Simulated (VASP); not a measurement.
# Ta5Si (P4/mmm) in VASP: further runs

Ta5Si is run at these levels: PBE; tasks: relaxation of cell and atoms.

Everything below comes from runs of VASP 6.6.1. Logs are shortened: lines on timing, memory, paths and dates and some standing lists are left out, and cuts for length are marked.

## Step 1: The cell of the first run

Symmetry: P4/mmm, No. 123, tetragonal system. The conventional cell has a = 3.372 Å, b = 3.372 Å, c = 9.172 Å, α = 90.00°, β = 90.00°, γ = 90.00°. Within 3.6 Å of Ta (site symmetry 4mm) lie 4 Si at 2.76 Å and 10 Ta at 2.77 to 3.37 Å. Ta (site symmetry 4mm) has 13 Ta at 2.85 to 3.37 Å and 1 Si at 2.94 Å within 3.8 Å. Ta (site symmetry 4/mmm) has 14 Ta at 2.90 to 3.37 Å within 3.8 Å. Si (site symmetry 4/mmm) has 10 Ta at 2.76 to 2.94 Å and 4 Si at 3.37 Å within 3.6 Å.

## Step 2: Relaxation of cell and atoms, PBE

INCAR

```
SYSTEM = Ta5Si
ALGO = Fast
EDIFF = 1E-6
EDIFFG = -0.001
ENCUT = 600
GGA = PE
IBRION = 2
ISIF = 3
ISMEAR = 0
LASPH = .True.
LCHARG = .False.
LREAL = .False.
LWAVE = .False.
NELM = 100
NSW = 80
PREC = Accurate
SIGMA = 0.1
```

KPOINTS

```
k-points
0
Gamma
  10 10 4
  0 0 0
```

POSCAR

```
Ta5Si
1.0
    3.3716658195      0.0000000000      0.0000000000
    0.0000000000      3.3716658195      0.0000000000
    0.0000000000      0.0000000000      9.1721589930
Ta Si
5 1
Direct
    0.5000000000      0.5000000000      0.1509176276
    0.0000000000      0.0000000000      0.3205818346
    0.5000000000      0.5000000000      0.8490823724
    0.0000000000      0.0000000000      0.6794181654
    0.5000000000      0.5000000000      0.5000000000
    0.0000000000      0.0000000000      0.0000000000
```

Potentials or basis: VASP PAW PBE potentials, release 64 (Ta_pv, Si).

Started as:

```bash
> cat potpaw_PBE.64/Ta_pv/POTCAR potpaw_PBE.64/Si/POTCAR > POTCAR
> mpirun -np 1 vasp_std > vasp.out
```

OUTCAR:

```text
SYSTEM = Ta5Si
   EDIFF = 1E-6
   EDIFFG = -0.001
   ENCUT = 600
   GGA = PE
   IBRION = 2
   ISIF = 3
   ISMEAR = 0
   LASPH = .True.
   LREAL = .False.
   NELM = 100
   NSW = 80
   PREC = Accurate

 ion  position               nearest neighbor table
   1  0.500  0.500  0.151-   6 2.76   6 2.76   6 2.76   6 2.76   3 2.77   2 2.85   2 2.85   2 2.85
                             2 2.85   5 3.20
   2  0.000  0.000  0.321-   1 2.85   1 2.85   1 2.85   1 2.85   5 2.90   5 2.90   5 2.90   5 2.90
                             6 2.94   4 3.29
   3  0.500  0.500  0.849-   6 2.76   6 2.76   6 2.76   6 2.76   1 2.77   4 2.85   4 2.85   4 2.85
                             4 2.85   5 3.20
   4  0.000  0.000  0.679-   3 2.85   3 2.85   3 2.85   3 2.85   5 2.90   5 2.90   5 2.90   5 2.90
                             6 2.94   2 3.29
   5  0.500  0.500  0.500-   2 2.90   4 2.90   2 2.90   4 2.90   2 2.90   4 2.90   2 2.90   4 2.90
                             3 3.20   1 3.20
   6  0.000  0.000  0.000-   1 2.76   3 2.76   1 2.76   3 2.76   1 2.76   3 2.76   1 2.76   3 2.76
                             2 2.94   4 2.94

  LATTYP: Found a simple tetragonal cell.
 ALAT       =     3.3716658195
 C/A-ratio  =     2.7203642010

  Lattice vectors:

 A1 = (   3.3716658195,   0.0000000000,   0.0000000000)
 A2 = (   0.0000000000,   3.3716658195,   0.0000000000)
 A3 = (   0.0000000000,   0.0000000000,   9.1721589930)

Analysis of symmetry for initial positions (statically):
=====================================================================
 Subroutine PRICEL returns:
 Original cell was already a primitive cell.

 Routine SETGRP: Setting up the symmetry group for a
 simple tetragonal supercell.

 Subroutine GETGRP returns: Found 16 space group operations
 (whereof 16 operations were pure point group operations)
 out of a pool of 16 trial point group operations.

The static configuration has the point symmetry D_4h.

Analysis of symmetry for dynamics (positions and initial velocities):
=====================================================================
 Subroutine PRICEL returns:
 Original cell was already a primitive cell.

 Routine SETGRP: Setting up the symmetry group for a
 simple tetragonal supercell.

 Subroutine GETGRP returns: Found 16 space group operations
 (whereof 16 operations were pure point group operations)
 out of a pool of 16 trial point group operations.

The dynamic configuration has the point symmetry D_4h.

 Subroutine INISYM returns: Found 16 space group operations
 (whereof 16 operations are pure point group operations),
[... 128 lines left out ...]
   LORBIT       =      0    0 simple, 1 ext, 2 COOP (PROOUT), +10 PAW based schemes
   GGA     = PE    functional components
   LHFCALC =     F    Hartree Fock is set to
   AEXX    =    0.0000 exact exchange contribution
   IVDW    =     0    specifies the selected vdW correction
   LEPSILON=     F    determine dielectric tensor
   LRPA    =     F    only Hartree local field effects (RPA)
 conjugate gradient relaxation of ions
 non-spin polarized calculation
 RMM-DIIS sequential band-by-band and
 Gauss-broadening in eV      SIGMA  =   0.10
  energy-cutoff  :      600.00
  volume of cell :      104.27
 maximum number of plane-waves:      3544
 NGX is ok and might be reduce to    28
   NGX = 13   NGY = 13   NGZ = 37

--------------------------------------- Ionic step        1  -------------------------------------------

 number of electron      58.9999999 magnetization

 Free energy of the ion-electron system (eV)
  ---------------------------------------------------
  ext. energy  EPLUGINS =         0.00000000
  ---------------------------------------------------
  free energy    TOTEN  =       -65.69493787 eV

  energy without entropy =      -65.67061632  energy(sigma->0) =      -65.68277710

------------------------ aborting loop because EDIFF is reached ----------------------------------------

  FORCE on cell =-STRESS in cart. coord.  units (eV):
  Direction    XX          YY          ZZ          XY          YZ          ZX
  --------------------------------------------------------------------------------------
  -------------------------------------------------------------------------------------
  Total        0.0714373      0.0714373      0.0815507      0.0000000      0.0000000      0.0000000
  in kB        1.0976780      1.0976780      1.2530763      0.0000000      0.0000000      0.0000000
  external PRESSURE =       1.1494774 kB  Pullay stress =       0.0000000 kB
[... 101 lines left out ...]
  FREE ENERGIE OF THE ION-ELECTRON SYSTEM (eV)
  ---------------------------------------------------
  free  energy   TOTEN  =       -65.6949645028 eV

  energy  without entropy=      -65.6706489794  energy(sigma->0) =      -65.68280674

[... ionic steps 4 to 10 ...]

--------------------------------------- Ionic step       11  -------------------------------------------

 number of electron      58.9999999 magnetization

------------------------ aborting loop because EDIFF is reached ----------------------------------------
[... 75 lines left out ...]
--------------------------------------- Ionic step       13  -------------------------------------------

 number of electron      58.9999999 magnetization

 Free energy of the ion-electron system (eV)
  ---------------------------------------------------
  ext. energy  EPLUGINS =         0.00000000
  ---------------------------------------------------
  free energy    TOTEN  =       -65.69496704 eV

  energy without entropy =      -65.67066906  energy(sigma->0) =      -65.68281805

 E-fermi :   6.3530     XC(G=0): -12.4262

 val. band max:        6.3422547268   @ k =   0.2000   0.0000   0.2500
 cond. band min:       6.3573966865   @ k =   0.5000   0.4000   0.0000
 fundamental gap:      0.0151419597
 Fermi energy:         6.3530122264

 k-point     1 :       0.0000    0.0000    0.0000
  band No.  band energies     occupation
      1     -28.1251      2.00000
      2     -27.9129      2.00000
      3     -27.9129      2.00000
      4     -27.8369      2.00000
      5     -27.8369      2.00000
      6     -27.7041      2.00000
[... 901 lines left out ...]
     34       8.2576      0.00000
     35       8.5045      0.00000

 [... further k-points ...]

------------------------ aborting loop because EDIFF is reached ----------------------------------------

  FORCE on cell =-STRESS in cart. coord.  units (eV):
  Direction    XX          YY          ZZ          XY          YZ          ZX
  --------------------------------------------------------------------------------------
  -------------------------------------------------------------------------------------
  Total        0.0022605      0.0022605     -0.0024076      0.0000000      0.0000000      0.0000000
  in kB        0.0347109      0.0347109     -0.0369701      0.0000000      0.0000000      0.0000000
  external PRESSURE =       0.0108173 kB  Pullay stress =       0.0000000 kB
[... 21 lines left out ...]
  FREE ENERGIE OF THE ION-ELECTRON SYSTEM (eV)
  ---------------------------------------------------
  free  energy   TOTEN  =       -65.6949670437 eV

  energy  without entropy=      -65.6706690635  energy(sigma->0) =      -65.68281805

 reached required accuracy - stopping structural energy minimisation
```

OSZICAR:

```text
N       E                     dE             d eps       ncg     rms          rms(c)
DAV:   1     0.601508573791E+03    0.60151E+03   -0.35113E+04  4410   0.189E+03
DAV:   2    -0.382770153117E+02   -0.63979E+03   -0.62982E+03  4775   0.527E+02
DAV:   3    -0.675583738640E+02   -0.29281E+02   -0.28085E+02  5740   0.911E+01
[... 72 lines left out ...]
RMM:   3    -0.656949672018E+02   -0.80602E-07   -0.39039E-06  3198   0.136E-02
  12 F= -.65694967E+02 E0= -.65682817E+02  d E =-.856667E-06
       N       E                     dE             d eps       ncg     rms          rms(c)
DAV:   1    -0.656949671091E+02    0.12071E-07   -0.11142E-06  3608   0.700E-03    0.156E-03
RMM:   2    -0.656949670437E+02    0.65447E-07   -0.22092E-07  2200   0.307E-03
  13 F= -.65694967E+02 E0= -.65682818E+02  d E =-.698547E-06
```

CONTCAR:

```text
Ta5Si
   1.00000000000000
     3.3724444380586354    0.0000000000000000   -0.0000000000000000
     0.0000000000000000    3.3724444380586354    0.0000000000000000
    -0.0000000000000000    0.0000000000000000    9.1740463266400081
  Ta              Si
     5     1
Direct
     0.5000000000000000    0.5000000000000000    0.1509522880640752
     0.0000000000000000    0.0000000000000000    0.3205528631091656
     0.5000000000000000    0.5000000000000000    0.8490477119359248
     0.0000000000000000    0.0000000000000000    0.6794471368908344
     0.5000000000000000    0.5000000000000000    0.5000000000000000
     0.0000000000000000    0.0000000000000000    0.0000000000000000

  0.00000000E+00  0.00000000E+00  0.00000000E+00
  0.00000000E+00  0.00000000E+00  0.00000000E+00
  0.00000000E+00  0.00000000E+00  0.00000000E+00
  0.00000000E+00  0.00000000E+00  0.00000000E+00
  0.00000000E+00  0.00000000E+00  0.00000000E+00
  0.00000000E+00  0.00000000E+00  0.00000000E+00
```

Wall time 11 min (1 thread of AMD EPYC 9R45 (Zen 5), shared host); peak memory 0.37 GiB.

Results:

```
Free energy                           : -65.6950 eV
Relaxed volume                        : 17.39 Å³/atom
Relaxed cell                          : a = 3.372 Å, b = 3.372 Å, c = 9.174 Å, α = 90.00°, β = 90.00°, γ = 90.00°
Space group after relaxing (to 0.1 Å) : P4/mmm (No. 123)
Energy gained by relaxing             : 0.0 meV/atom
Ionic steps                           : 13
Pressure after relaxing               : 0.0 GPa
Band gap on the k mesh                : zero (an odd number of electrons rules out a gap without spin polarisation)
```

Final structure:
```
CELL_PARAMETERS angstrom
3.37244 0.00000 0.00000
0.00000 3.37244 0.00000
0.00000 0.00000 9.17405
ATOMIC_POSITIONS crystal
Ta 0.50000 0.50000 0.15095
Ta 0.00000 0.00000 0.32055
Ta 0.50000 0.50000 0.84905
Ta 0.00000 0.00000 0.67945
Ta 0.50000 0.50000 0.50000
Si 0.00000 0.00000 0.00000
```

Caveat: spin-orbit coupling is left out, which moves the levels of the heavy elements.

[end of part 1 of 2]
